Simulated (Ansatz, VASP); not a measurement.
## CsPbBr3: VASP beside Ansatz

```
CELL_PARAMETERS angstrom
6.16350 0.00000 0.00000
0.00000 6.16350 0.00000
0.00000 0.00000 6.16350
ATOMIC_POSITIONS crystal
Cs 0.00000 0.00000 0.00000
Pb 0.50000 0.50000 0.50000
Br 0.00000 0.50000 0.50000
Br 0.50000 0.00000 0.50000
Br 0.50000 0.50000 0.00000
```

Change from the starting cell: strain +0.050 along x and y, +0.050 along z, atoms carried along.

Alike in both runs: task single point; functional PBEsol; k mesh 6 × 6 × 6; occupations gaussian, width 0.05 eV; no spin polarisation.

|  | VASP | Ansatz |
| --- | --- | --- |
| version | VASP 6.6.1 | Ansatz 0.2.0 |
| potentials or method | VASP PAW PBE potentials, release 64 (Cs_sv, Pb_d, Br), cutoff 520 eV | scalar-relativistic, plane waves, PAW |
| valence electrons in the cell | 44 | 44 |

```csv
,VASP,Ansatz,Ansatz less VASP
gap on the k mesh at the Fermi level (eV),1.92,1.92,-0.001
least direct gap on the mesh (eV),1.92,1.92,-0.001
pressure (GPa),-2.2,-2.2,+0.01
```

VASP's potentials were made for PBE, not for PBEsol.

Spin-orbit coupling is off throughout.
